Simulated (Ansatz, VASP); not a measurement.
## BP: VASP beside Ansatz

INCAR

```
SYSTEM = BP
  ALGO = Normal
  EDIFF = 1E-6
  ENCUT = 520
  GGA = PE
  ISIF = 2
  ISMEAR = 0
  LASPH = .True.
  LCHARG = .False.
  LREAL = .False.
  LWAVE = .False.
  NBANDS = 16
  NELM = 80
  PREC = Accurate
  SIGMA = 0.01
```

File KPOINTS:

```
k-points
0
Gamma
  9 9 2
  0 0 0
```

Contents of POSCAR:

```
BP
1.0
    3.1817278867      0.0000000000      0.0000000000
   -1.5908639434      2.7554571778      0.0000000000
    0.0000000000      0.0000000000      9.7657056932
B P
2 2
Direct
    0.3333333333      0.6666666667      0.2500000000
    0.6666666667      0.3333333333      0.7500000000
    0.6666666667      0.3333333333      0.2500000000
    0.3333333333      0.6666666667      0.7500000000
```

Input for Ansatz:

```yaml
crystal:
  lattice:
    - [3.1817278867, 0.0, 0.0]
    - [-1.5908639434, 2.7554571778, 0.0]
    - [0.0, 0.0, 9.7657056932]
  atoms:
    - { symbol: B, position: [0.3333333333, 0.6666666667, 0.25] }
    - { symbol: B, position: [0.6666666667, 0.3333333333, 0.75] }
    - { symbol: P, position: [0.6666666667, 0.3333333333, 0.25] }
    - { symbol: P, position: [0.3333333333, 0.6666666667, 0.75] }
kpoints:
  mp_grid: { grid: [9, 9, 2] }
hamiltonian:
  xc: pbe
scf:
  occupations: { method: fixed }
  n_extra_bands: 5
output:
  forces: true
  stress: true
  eigenvalues: true
```

Alike in both runs: task single point; functional PBE; k mesh 9 × 9 × 2; no spin polarisation.

|  | VASP | Ansatz |
| --- | --- | --- |
| version | VASP 6.6.1 | Ansatz 0.2.0 |
| potentials or method | VASP PAW PBE potentials, release 64 (B, P) | plane waves, PAW |
| plane-wave cutoff (eV) | 520 | 420 |
| occupations | gaussian, width 0.01 eV | fixed |
| valence electrons in the cell | 16 | 16 |

VASP gave:

* gap on the k mesh at the Fermi level (eV): 0.87
* pressure (GPa): 2.5
* traceless stress, the component that is largest in VASP (GPa): -2.54

Q: Estimate Ansatz's values.

A: gap on the k mesh at the Fermi level (eV): 0.86; pressure (GPa): 2.7; traceless stress, the component that is largest in VASP (GPa): -2.67.
